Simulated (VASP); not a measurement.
# Pd3Cl in VASP: a series of runs

The runs below take Pd3Cl through single point, with PBE.

All numbers are computed with VASP 6.6.1; they aren't measurements. Logs are shortened: lines on timing, memory, paths and dates and some standing lists are left out, and cuts for length are marked.

### Step 1. The cell of the first run

The cell holds a slab with vacuum, 4 atoms: a = 2.788 Å, b = 2.788 Å, c = 20.052 Å, α = 90.00°, β = 90.00°, γ = 120.00°.

### Step 2. Single point, PBE

INCAR reads:

```
PREC     = Accurate       # precision mode
ENCUT    = 520            # plane-wave cutoff, eV
EDIFF    = 1E-7           # SCF threshold, eV
ISMEAR   = 0              # smearing method
SIGMA    = 0.1            # smearing width, eV
LREAL    = False          # projectors in reciprocal space
LASPH    = True           # aspherical terms in the spheres
NELM     = 80             # most SCF steps
ALGO     = Normal         # electronic algorithm
ISIF     = 2              # what is computed and relaxed
LWAVE    = False          # write WAVECAR
LCHARG   = True           # write CHGCAR
LDIPOL   = True         
IDIPOL   = 3            
DIPOL    = 0.5 0.5 0.369
GGA      = PE             # functional
LELF     = True           # ELF
LVHAR    = True         
LVACPOTAV= True         
NBANDS   = 26             # bands
```

KPOINTS reads:

```
regular mesh
0
Gamma
  12 12 1
```

POSCAR reads:

```
Pd3Cl
1.0
    2.7875943961      0.0000000000      0.0000000000
   -1.3937971981      2.4141275625      0.0000000000
    0.0000000000      0.0000000000     20.0521225868
Pd Cl
3 1
Direct
    0.6666666667      0.3333333333      0.1994801290
    0.3333333333      0.6666666667      0.3129873791
    0.0000000000      0.0000000000      0.4264946292
    0.0000000000      0.3333333333      0.5379573285
```

Potentials or basis: VASP PAW PBE potentials, release 64 (Pd, Cl).

Launch:

```sh
cat potpaw_PBE.64/Pd/POTCAR potpaw_PBE.64/Cl/POTCAR > POTCAR
mpirun -np 1 vasp_std > vasp.out
```

OUTCAR:

```text
PREC = Accurate
   ENCUT = 520
   EDIFF = 1E-7
   ISMEAR = 0
   LREAL = False
   LASPH = True
   NELM = 80
   ISIF = 2
   GGA = PE

 ion  position               nearest neighbor table
   1  0.667  0.333  0.199-   2 2.79   2 2.79   2 2.79
   2  0.333  0.667  0.313-   1 2.79   3 2.79   1 2.79   3 2.79   3 2.79   1 2.79
   3  0.000  0.000  0.426-   4 2.42   2 2.79   2 2.79   2 2.79   4 2.91
   4  0.000  0.333  0.538-   3 2.42   3 2.91

  LATTYP: Found a hexagonal cell.
 ALAT       =     2.7875943961
 C/A-ratio  =     7.1933429823

  Lattice vectors:

 A1 = (   2.7875943961,   0.0000000000,   0.0000000000)
 A2 = (  -1.3937971981,   2.4141275625,   0.0000000000)
 A3 = (   0.0000000000,   0.0000000000,  20.0521225868)

Analysis of symmetry for initial positions (statically):
=====================================================================
 Subroutine PRICEL returns:
 Original cell was already a primitive cell.

 Routine SETGRP: Setting up the symmetry group for a
 hexagonal supercell.

 Subroutine GETGRP returns: Found  1 space group operations
 (whereof  1 operations were pure point group operations)
 out of a pool of 24 trial point group operations.

The static configuration has the point symmetry C_1 .

Analysis of symmetry for dynamics (positions and initial velocities):
=====================================================================
 Subroutine PRICEL returns:
 Original cell was already a primitive cell.

 Routine SETGRP: Setting up the symmetry group for a
 hexagonal supercell.

 Subroutine GETGRP returns: Found  1 space group operations
 (whereof  1 operations were pure point group operations)
 out of a pool of 24 trial point group operations.

The dynamic configuration has the point symmetry C_1 .

 Subroutine INISYM returns: Found  1 space group operations
 (whereof  1 operations are pure point group operations),
 and found     1 'primitive' translations

----------------------------------------------------------------------------------------

                                     Primitive cell

  volume of cell :     134.9429

  direct lattice vectors                    reciprocal lattice vectors
     2.787594396  0.000000000  0.000000000     0.358732246  0.207114159  0.000000000
    -1.393797198  2.414127563  0.000000000     0.000000000  0.414228318  0.000000000
     0.000000000  0.000000000 20.052122587     0.000000000  0.000000000  0.049870032

  length of vectors
     2.787594396  2.787594396 20.052122587     0.414228318  0.414228318  0.049870032

  position of ions in fractional coordinates (direct lattice)
     0.666666667  0.333333333  0.199480129
     0.333333333  0.666666667  0.312987379
     0.000000000  0.000000000  0.426494629
     1.000000000  0.333333333  0.537957328

  ion indices of the primitive-cell ions
   primitive index   ion index
                 1           1
                 2           2
                 3           3
                 4           4

----------------------------------------------------------------------------------------

 KPOINTS: regular mesh

Automatic generation of k-mesh.
 Grid dimensions read from file:
 generate k-points for:   12   12    1

 Generating k-lattice:

  Cartesian coordinates                     Fractional coordinates (reciprocal lattice)
     0.029894354  0.017259513  0.000000000     0.083333333  0.000000000  0.000000000
     0.000000000  0.034519027  0.000000000     0.000000000  0.083333333  0.000000000
     0.000000000  0.000000000  0.049870032     0.000000000  0.000000000  1.000000000

  Length of vectors
     0.034519027  0.034519027  0.049870032

  Shift w.r.t. Gamma in fractional coordinates (k-lattice)
     0.000000000  0.000000000  0.000000000

 Subroutine IBZKPT returns following result:
 ===========================================

 Found     74 irreducible k-points:

 Following reciprocal coordinates:
            Coordinates               Weight
  0.000000  0.000000  0.000000      1.000000
  0.083333 -0.000000  0.000000      2.000000
  0.000000  0.083333  0.000000      2.000000
 -0.083333  0.083333  0.000000      2.000000
  0.166667 -0.000000  0.000000      2.000000
  0.000000  0.166667  0.000000      2.000000
[... 16 lines left out ...]
  0.166667  0.083333  0.000000      2.000000
 -0.083333  0.250000  0.000000      2.000000
 [... further k-points ...]
   k-points           NKPTS =     74   k-points in BZ     NKDIM =     74   number of bands    NBANDS=     26
   number of dos      NEDOS =    301   number of ions     NIONS =      4
   total plane-waves  NPLWV =  86400
   dimension x,y,z NGX =    24 NGY =   24 NGZ =  150
   dimension x,y,z NGXF=    48 NGYF=   48 NGZF=  300
   ions per type =               3   1
   NGX,Y,Z   is equivalent  to a cutoff of  14.31, 14.31, 12.44 a.u.
   NGXF,Y,Z  is equivalent  to a cutoff of  28.63, 28.63, 24.87 a.u.
 SYSTEM =  unknown system
   PREC   = accura    normal or accurate (medium, high low for compatibility)
   ISTART =      0    job   : 0-new  1-cont  2-samecut
   ICHARG =      2    charge: 1-file 2-atom 10-const
   ISPIN  =      1    spin polarized calculation?
   LNONCOLLINEAR =      F non collinear calculations
   LSORBIT =      F    spin-orbit coupling
   LASPH  =      T    aspherical Exc in radial PAW
   ENCUT  =  520.0 eV  38.22 Ry    6.18 a.u.   5.18  5.18 37.28*2*pi/ulx,y,z
   NELM   =     80;   NELMIN=  2; NELMDL= -5     # of ELM steps
   EDIFF  = 0.1E-06   stopping-criterion for ELM
   LREAL  =      F    real-space projection
   EDIFFG = 0.1E-05   stopping-criterion for IOM
   NSW    =      0    number of steps for IOM
   IBRION =     -1    ionic relax: 0-MD 1-quasi-New 2-CG
   NFREE  =      0    steps in history (QN), initial steepest desc. (CG)
   ISIF   =      2    stress and relaxation
   ISYM   =      2    0-nonsym 1-usesym 2-fastsym
   POTIM  = 0.5000    time-step for ionic-motion
   TEBEG  =    0.0;   TEEND  =   0.0 temperature during run
   PSTRESS=    0.0 pullay stress
   NELECT =      37.0000    total number of electrons
   NUPDOWN=      -1.0000    fix difference up-down
   EMIN   =  10.00;   EMAX   =-10.00  energy-range for DOS
   EFERMI =   0.00;   METHOD = LEGACY
   ISMEAR =     0;   SIGMA  =   0.10  broadening in eV -4-tet -1-fermi 0-gaus
   EFERMI_NEDOS =   21; number of points for ismear=-14 and -15
   IALGO  =     38    algorithm
   IMIX   =      4    mixing-type and parameters
     AMIX     =   0.40;   BMIX     =  1.00
     AMIX_MAG =   1.60;   BMIX_MAG =  1.00
  volume/ion in A,a.u.               =      33.74       227.66
  Fermi-wavevector in a.u.,A,eV,Ry     =   1.063552  2.009822 15.390130  1.131143
  Thomas-Fermi vector in A             =   2.199041
   LORBIT       =      0    0 simple, 1 ext, 2 COOP (PROOUT), +10 PAW based schemes
   GGA     = PE    functional components
   LHFCALC =     F    Hartree Fock is set to
   AEXX    =    0.0000 exact exchange contribution
   IVDW    =     0    specifies the selected vdW correction
   LEPSILON=     F    determine dielectric tensor
   LRPA    =     F    only Hartree local field effects (RPA)
 non-spin polarized calculation
 Gauss-broadening in eV      SIGMA  =   0.10
  energy-cutoff  :      520.00
  volume of cell :      134.94
 maximum number of plane-waves:      3666
 NGX is ok and might be reduce to    24
   NGX = 11   NGY = 11   NGZ = 75

 dipolmoment           0.000000      0.000000     -0.002668 electrons x Angstroem

 number of electron      37.0000000 magnetization

 dipolmoment           0.000000      0.000000      0.022113 electrons x Angstroem

 Free energy of the ion-electron system (eV)
  ---------------------------------------------------
  ext. energy  EPLUGINS =         0.00000000
  ---------------------------------------------------
  free energy    TOTEN  =       -16.25068560 eV

  energy without entropy =      -16.20531108  energy(sigma->0) =      -16.22799834

 E-fermi :   0.8454     XC(G=0):  -6.3997

 val. band max:        0.8442786838   @ k =   0.5000   0.5000   0.0000
 cond. band min:       0.8483130664   @ k =   0.0000   0.5000   0.0000
 fundamental gap:      0.0040343826
 Fermi energy:         0.8453849627

 k-point     1 :       0.0000    0.0000    0.0000
  band No.  band energies     occupation
      1     -15.9992      2.00000
      2      -5.6184      2.00000
      3      -4.6602      2.00000
      4      -3.9142      2.00000
      5      -3.6686      2.00000
      6      -1.8183      2.00000
[... 18 lines left out ...]
     25       7.0044      0.00000
     26       7.8015      0.00000

 k-point     2 :       0.0833   -0.0000    0.0000
  band No.  band energies     occupation
      1     -15.8845      2.00000
      2      -5.4370      2.00000
      3      -4.4908      2.00000
      4      -3.7632      2.00000
      5      -3.5206      2.00000
      6      -1.8950      2.00000
[... 18 lines left out ...]
     25       7.1850      0.00000
     26       7.9558      0.00000

 k-point     3 :       0.0000    0.0833    0.0000
  band No.  band energies     occupation
      1     -15.8841      2.00000
      2      -5.4317      2.00000
      3      -4.4971      2.00000
      4      -3.7666      2.00000
      5      -3.5285      2.00000
      6      -1.8841      2.00000
[... 18 lines left out ...]
     25       7.1739      0.00000
     26       7.9559      0.00000

 k-point     4 :      -0.0833    0.0833    0.0000
  band No.  band energies     occupation
      1     -15.8841      2.00000
      2      -5.4313      2.00000
      3      -4.4978      2.00000
      4      -3.7655      2.00000
      5      -3.5302      2.00000
      6      -1.8935      2.00000
[... 18 lines left out ...]
     25       7.1722      0.00000
     26       7.9558      0.00000

 k-point     5 :       0.1667   -0.0000    0.0000
  band No.  band energies     occupation
      1     -15.5515      2.00000
      2      -4.9600      2.00000
      3      -4.0564      2.00000
      4      -3.4197      2.00000
      5      -3.1167      2.00000
      6      -2.1991      2.00000
[... 18 lines left out ...]
     25       7.7056      0.00000
     26       8.4327      0.00000

 k-point     6 :       0.0000    0.1667    0.0000
  band No.  band energies     occupation
      1     -15.5499      2.00000
      2      -4.9339      2.00000
      3      -4.0953      2.00000
      4      -3.4500      2.00000
      5      -3.1298      2.00000
      6      -2.2492      2.00000
[... 427 lines left out ...]
 k-point    21 :      -0.0833    0.1667    0.0000
  band No.  band energies     occupation
      1     -15.6590      2.00000
      2      -5.0830      2.00000
      3      -4.2204      2.00000
      4      -3.5212      2.00000
      5      -3.2574      2.00000
      6      -2.0812      2.00000
[... 18 lines left out ...]
     25       7.4827      0.00000
     26       8.2765      0.00000

 k-point    22 :      -0.1667    0.0833    0.0000
  band No.  band energies     occupation
      1     -15.6601      2.00000
      2      -5.0968      2.00000
      3      -4.1927      2.00000
      4      -3.5132      2.00000
      5      -3.2413      2.00000
      6      -2.0806      2.00000
[... 18 lines left out ...]
     25       7.5200      0.00000
     26       8.2733      0.00000

 k-point    23 :       0.1667    0.0833    0.0000
  band No.  band energies     occupation
      1     -15.2359      2.00000
      2      -4.5611      2.00000
      3      -3.7218      2.00000
      4      -3.1795      2.00000
      5      -2.8498      2.00000
      6      -2.4456      2.00000
[... 18 lines left out ...]
     25       8.1820      0.00000
     26       8.9364      0.00000

 k-point    24 :      -0.0833    0.2500    0.0000
  band No.  band energies     occupation
      1     -15.2328      2.00000
      2      -4.5273      2.00000
      3      -3.8214      2.00000
      4      -3.2234      2.00000
      5      -2.8294      2.00000
      6      -2.5961      2.00000
[... 18 lines left out ...]
     25       8.0649      0.00000
     26       8.9596      0.00000

 [... further k-points ...]
[... 5 lines left out ...]
  --------------------------------------------------------------------------------------
  -------------------------------------------------------------------------------------
  Total        1.6736632      1.9507416     -0.2372150      0.2000503     -0.5173911      0.4966771
  in kB       19.8714017     23.1611533     -2.8164536      2.3751967     -6.1429843      5.8970465
  external PRESSURE =      13.4053671 kB  Pullay stress =       0.0000000 kB

 VOLUME and BASIS-vectors are now :
 -----------------------------------------------------------------------------
  energy-cutoff  :      520.00
  volume of cell :      134.94
      direct lattice vectors                 reciprocal lattice vectors
     2.787594396  0.000000000  0.000000000     0.358732246  0.207114159  0.000000000
    -1.393797198  2.414127563  0.000000000     0.000000000  0.414228318  0.000000000
     0.000000000  0.000000000 20.052122587     0.000000000  0.000000000  0.049870032

 POSITION                                       TOTAL-FORCE (eV/Angst)
 -----------------------------------------------------------------------------------
      1.39380      0.80471      4.00000        -0.015794      0.022525      0.016220
     -0.00000      1.60942      6.27606        -0.079572     -0.004307      0.049341
      0.00000      0.00000      8.55212        -0.013646      0.171877     -0.059220
     -0.46460      0.80471     10.78719         0.109011     -0.190095     -0.006341
 -----------------------------------------------------------------------------------
    total drift:                                0.000073      0.000031     -0.000825

  FREE ENERGIE OF THE ION-ELECTRON SYSTEM (eV)
  ---------------------------------------------------
  free  energy   TOTEN  =       -16.2506855992 eV

  energy  without entropy=      -16.2053110758  energy(sigma->0) =      -16.22799834

 vacuum level on the upper side and lower side of the slab         6.644         6.049
```

It took 3.7 min on 1 thread of Intel Xeon 6975P-C (Granite Rapids), shared host; peak memory 0.41 GiB.

Results:

- Free energy: -16.2507 eV
- Largest force: 0.219 eV/Å
- Band gap on the k mesh: zero (an odd number of electrons rules out a gap without spin polarisation)

Forces on the atoms (eV/Å):
```
Pd  -0.016  0.023  0.016
Pd  -0.080 -0.004  0.049
Pd  -0.014  0.172 -0.059
Cl   0.109 -0.190 -0.006
```

Caveat: an odd number of electrons without spin polarisation forces a metal; a magnetic or distorted state may lie lower.

### Step 3. Single point, PBE

INCAR reads:

```
  ALGO = Normal
  DIPOL = 0.5 0.5 0.370
  EDIFF = 1E-7
  ENCUT = 520
  GGA = PE
  IDIPOL = 3
  ISIF = 2
  ISMEAR = 0
  LASPH = True
  LCHARG = False
  LDIPOL = True
  LREAL = False
  LWAVE = False
  NBANDS = 26
  NELM = 80
  PREC = Accurate
  SIGMA = 0.1
```

KPOINTS reads:

```
k-points
0
Gamma
  12 12 1
```

Edit POSCAR of step 2 so:

```diff
@@ -11,2 +11,2 @@
     0.0000000000      0.0000000000      0.4264946292
-    0.0000000000      0.3333333333      0.5379573285
+    0.0000000000      0.1666666667      0.5406708078
```

Potentials or basis: VASP PAW PBE potentials, release 64 (Pd, Cl).

Launch:

```sh
cat potpaw_PBE.64/Pd/POTCAR potpaw_PBE.64/Cl/POTCAR > POTCAR
mpirun -np 1 vasp_std > vasp.out
```

Run time: 4.2 min. Hardware: 1 thread of Intel Xeon 6975P-C (Granite Rapids), shared host; peak memory 0.41 GiB.

It converged, with:

```
Free energy            : -16.3954 eV
Largest force          : 0.320 eV/Å
Band gap on the k mesh : zero (an odd number of electrons rules out a gap without spin polarisation)
```

Forces in eV/Å, atoms in the order of the input:
```
Pd  -0.013  0.022  0.018
Pd  -0.015  0.004  0.062
Pd  -0.137  0.248 -0.075
Cl   0.165 -0.275 -0.004
```

Levels at points of the mesh, in eV from the Fermi level:
```
           k point  band 16  band 17  band 18  band 19  band 20  band 21  band 22  band 23
(0.00, 0.00, 0.00)    -0.89    -0.86    -0.21    -0.19     0.75     0.93     0.94     4.08
(0.50, 0.00, 0.00)    -0.07     0.10     0.24     0.33     2.08     3.39     3.70     7.12
(0.00, 0.50, 0.00)    -0.06     0.10     0.21     0.33     2.08     3.50     3.76     7.12
(0.50, 0.50, 0.00)    -0.07     0.10     0.12     0.32     2.27     3.43     3.68     7.09
```

Caveat: an odd number of electrons without spin polarisation forces a metal; a magnetic or distorted state may lie lower.
